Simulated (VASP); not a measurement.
# Si in VASP: single point with PBE

Aim: the single point of Si with PBE.

Everything below comes from runs of VASP 6.6.1. Logs are shortened: lines on timing, memory, paths and dates and some standing lists are left out, and cuts for length are marked.

## (1) The cell of the first run

The cell holds a single atom in a box, 1 atom: a = 14.000 Å, b = 14.400 Å, c = 14.800 Å, α = 90.00°, β = 90.00°, γ = 90.00°.

## (2) Single point, PBE, collinear spin

INCAR

```
SYSTEM = Si
PREC = Accurate
ENCUT = 520
EDIFF = 1E-7
ISMEAR = -1
SIGMA = 0.01
LREAL = .FALSE.
LASPH = .TRUE.
NELM = 150
ALGO = Normal
ISIF = 2
LWAVE = .FALSE.
LCHARG = .FALSE.
ISPIN = 2
MAGMOM = 2
LORBIT = 11
GGA = PE
ISYM = 0
NBANDS = 12
```

KPOINTS

```
regular mesh
0
G
  1 1 1
  0 0 0
```

POSCAR

```
Si
1.0
   14.0000000000      0.0000000000      0.0000000000
    0.0000000000     14.4000000000      0.0000000000
    0.0000000000      0.0000000000     14.8000000000
Si
1
Direct
    0.5000000000      0.5000000000      0.5000000000
```

Potentials or basis: VASP PAW PBE potentials, release 64 (Si).

On the command line:

```bash
$ cat potpaw_PBE.64/Si/POTCAR > POTCAR
$ mpirun -np 1 vasp_gam > vasp.out
```

OUTCAR:

```text
SYSTEM = Si
   PREC = Accurate
   ENCUT = 520
   EDIFF = 1E-7
   ISMEAR = -1
   LREAL = .FALSE.
   LASPH = .TRUE.
   NELM = 150
   ISIF = 2
   ISPIN = 2
   LORBIT = 11
   GGA = PE
   ISYM = 0

 ion  position               nearest neighbor table
   1  0.500  0.500  0.500-

IMPORTANT INFORMATION: All symmetrisations will be switched off!
NOSYMM: (Re-)initialisation of all symmetry stuff for point group C_1.

----------------------------------------------------------------------------------------

                                     Primitive cell

  volume of cell :    2983.6800

  direct lattice vectors                    reciprocal lattice vectors
    14.000000000  0.000000000  0.000000000     0.071428571  0.000000000  0.000000000
     0.000000000 14.400000000  0.000000000     0.000000000  0.069444444  0.000000000
     0.000000000  0.000000000 14.800000000     0.000000000  0.000000000  0.067567568

  length of vectors
    14.000000000 14.400000000 14.800000000     0.071428571  0.069444444  0.067567568

  position of ions in fractional coordinates (direct lattice)
     0.500000000  0.500000000  0.500000000

  ion indices of the primitive-cell ions
   primitive index   ion index
                 1           1

----------------------------------------------------------------------------------------

 KPOINTS: regular mesh

Automatic generation of k-mesh.
 Grid dimensions read from file:
 generate k-points for:    1    1    1

 Generating k-lattice:

  Cartesian coordinates                     Fractional coordinates (reciprocal lattice)
     0.071428571  0.000000000  0.000000000     1.000000000  0.000000000  0.000000000
     0.000000000  0.069444444  0.000000000     0.000000000  1.000000000  0.000000000
     0.000000000  0.000000000  0.067567568     0.000000000  0.000000000  1.000000000

  Length of vectors
     0.071428571  0.069444444  0.067567568

  Shift w.r.t. Gamma in fractional coordinates (k-lattice)
     0.000000000  0.000000000  0.000000000

 Subroutine IBZKPT returns following result:
 ===========================================

 Found      1 irreducible k-points:

 Following reciprocal coordinates:
            Coordinates               Weight
  0.000000  0.000000  0.000000      1.000000
   k-points           NKPTS =      1   k-points in BZ     NKDIM =      1   number of bands    NBANDS=     12
   number of dos      NEDOS =    301   number of ions     NIONS =      1
   total plane-waves  NPLWV = ******
   dimension x,y,z NGX =   108 NGY =  108 NGZ =  112
   dimension x,y,z NGXF=   216 NGYF=  216 NGZF=  224
   ions per type =               1
   NGX,Y,Z   is equivalent  to a cutoff of  12.82, 12.47, 12.58 a.u.
   NGXF,Y,Z  is equivalent  to a cutoff of  25.65, 24.94, 25.16 a.u.
 SYSTEM =  Si
   PREC   = accura    normal or accurate (medium, high low for compatibility)
   ISTART =      0    job   : 0-new  1-cont  2-samecut
   ICHARG =      2    charge: 1-file 2-atom 10-const
   ISPIN  =      2    spin polarized calculation?
   LNONCOLLINEAR =      F non collinear calculations
   LSORBIT =      F    spin-orbit coupling
   LASPH  =      T    aspherical Exc in radial PAW
   ENCUT  =  520.0 eV  38.22 Ry    6.18 a.u.  26.03 26.77 27.52*2*pi/ulx,y,z
   NELM   =    150;   NELMIN=  2; NELMDL= -5     # of ELM steps
   EDIFF  = 0.1E-06   stopping-criterion for ELM
   LREAL  =      F    real-space projection
   EDIFFG = 0.1E-05   stopping-criterion for IOM
   NSW    =      0    number of steps for IOM
   IBRION =     -1    ionic relax: 0-MD 1-quasi-New 2-CG
   NFREE  =      0    steps in history (QN), initial steepest desc. (CG)
   ISIF   =      2    stress and relaxation
   ISYM   =      0    0-nonsym 1-usesym 2-fastsym
   POTIM  = 0.5000    time-step for ionic-motion
   TEBEG  =    0.0;   TEEND  =   0.0 temperature during run
   PSTRESS=    0.0 pullay stress
   NELECT =       4.0000    total number of electrons
   NUPDOWN=      -1.0000    fix difference up-down
   EMIN   =  10.00;   EMAX   =-10.00  energy-range for DOS
   EFERMI =   0.00;   METHOD = LEGACY
   ISMEAR =    -1;   SIGMA  =   0.01  broadening in eV -4-tet -1-fermi 0-gaus
   EFERMI_NEDOS =   21; number of points for ismear=-14 and -15
   IALGO  =     38    algorithm
   IMIX   =      4    mixing-type and parameters
     AMIX     =   0.40;   BMIX     =  1.00
     AMIX_MAG =   1.60;   BMIX_MAG =  1.00
  volume/ion in A,a.u.               =    2983.68     20134.87
  Fermi-wavevector in a.u.,A,eV,Ry     =   0.180514  0.341122  0.443350  0.032585
  Thomas-Fermi vector in A             =   0.905961
   LORBIT       =     11    0 simple, 1 ext, 2 COOP (PROOUT), +10 PAW based schemes
   GGA     = PE    functional components
   LHFCALC =     F    Hartree Fock is set to
   AEXX    =    0.0000 exact exchange contribution
   IVDW    =     0    specifies the selected vdW correction
   LEPSILON=     F    determine dielectric tensor
   LRPA    =     F    only Hartree local field effects (RPA)
 spin polarized calculation
  energy-cutoff  :      520.00
  volume of cell :     2983.68
 maximum number of plane-waves:     40220
 NGX is ok and might be reduce to   108
   NGX = 53   NGY = 53   NGZ = 55

 number of electron       4.0000000 magnetization       2.0000000

 Free energy of the ion-electron system (eV)
  ---------------------------------------------------
  ext. energy  EPLUGINS =         0.00000000
  ---------------------------------------------------
  free energy    TOTEN  =        -0.82571683 eV

  energy without entropy =       -0.80662140  energy(sigma->0) =       -0.81616912

 E-fermi :  -4.5339     XC(G=0):  -0.3073

 val. band max:       -4.5408596462   @ k =   0.0000   0.0000   0.0000
 cond. band min:      -2.9121080369   @ k =   0.0000   0.0000   0.0000
 fundamental gap:      1.6287516092
 Fermi energy:        -4.5339380713

 spin component 1

 k-point     1 :       0.0000    0.0000    0.0000
  band No.  band energies     occupation
      1     -11.2939      1.00000
      2      -4.5409      0.66683
      3      -4.5409      0.66672
      4      -4.5409      0.66645
      5      -0.4858      0.00000
      6       0.3750      0.00000
      7       0.3905      0.00000
      8       0.4201      0.00000
      9       0.4531      0.00000
     10       0.5123      0.00000
     11       0.5294      0.00000
     12       0.8674      0.00000
 Fermi energy:        -4.5339380713

 spin component 2

 k-point     1 :       0.0000    0.0000    0.0000
  band No.  band energies     occupation
      1      -9.6148      1.00000
      2      -2.9121      0.00000
      3      -2.9119      0.00000
      4      -2.9118      0.00000
      5      -0.0267      0.00000
      6       0.6493      0.00000
      7       0.7264      0.00000
      8       0.7338      0.00000
      9       0.7666      0.00000
     10       0.7702      0.00000
     11       0.8071      0.00000
     12       1.3368      0.00000

------------------------ aborting loop because EDIFF is reached ----------------------------------------

  FORCE on cell =-STRESS in cart. coord.  units (eV):
  Direction    XX          YY          ZZ          XY          YZ          ZX
  --------------------------------------------------------------------------------------
  -------------------------------------------------------------------------------------
  Total       -0.0013519     -0.0012235     -0.0011702      0.0000078     -0.0000522      0.0000065
  in kB       -0.0007259     -0.0006570     -0.0006284      0.0000042     -0.0000280      0.0000035
  external PRESSURE =      -0.0006704 kB  Pullay stress =       0.0000000 kB

 VOLUME and BASIS-vectors are now :
 -----------------------------------------------------------------------------
  energy-cutoff  :      520.00
  volume of cell :     2983.68
      direct lattice vectors                 reciprocal lattice vectors
    14.000000000  0.000000000  0.000000000     0.071428571  0.000000000  0.000000000
     0.000000000 14.400000000  0.000000000     0.000000000  0.069444444  0.000000000
     0.000000000  0.000000000 14.800000000     0.000000000  0.000000000  0.067567568

 POSITION                                       TOTAL-FORCE (eV/Angst)
 -----------------------------------------------------------------------------------
      7.00000      7.20000      7.40000         0.000000     -0.000000      0.000000
 -----------------------------------------------------------------------------------
    total drift:                                0.000000     -0.000000      0.000000

  FREE ENERGIE OF THE ION-ELECTRON SYSTEM (eV)
  ---------------------------------------------------
  free  energy   TOTEN  =        -0.8257168266 eV

  energy  without entropy=       -0.8066214034  energy(sigma->0) =       -0.81616912

 total charge

# of ion       s       p       d       tot
------------------------------------------
    1        0.947   0.569   0.000   1.516

 magnetization (x)

# of ion       s       p       d       tot
------------------------------------------
    1        0.003   0.569   0.000   0.572
```

It took 14 min on 1 thread of Intel Xeon 8259CL, shared host; peak memory 2.8 GiB.

Results:

```
Free energy                                           : -0.8257 eV
Pressure                                              : 0.0 GPa
Band gap on the k mesh                                : zero (filled and empty bands touch)
Net moment                                            : 2.00 μB per cell
Site moments                                          : Si +0.57 μB
Valence electrons inside the program's atomic spheres : Si 1.52
```

Levels at points of the mesh, in eV from the Fermi level:
Spin up:
```
           k point  band 1  band 2  band 3  band 4  band 5  band 6  band 7  band 8
(0.00, 0.00, 0.00)   -6.76   -0.01   -0.01   -0.01    4.05    4.91    4.92    4.95
```
Spin down:
| k point | band 1 | band 2 | band 3 | band 4 | band 5 | band 6 |
| --- | --- | --- | --- | --- | --- | --- |
| (0.00, 0.00, 0.00) | -5.08 | 1.62 | 1.62 | 1.62 | 4.51 | 5.18 |
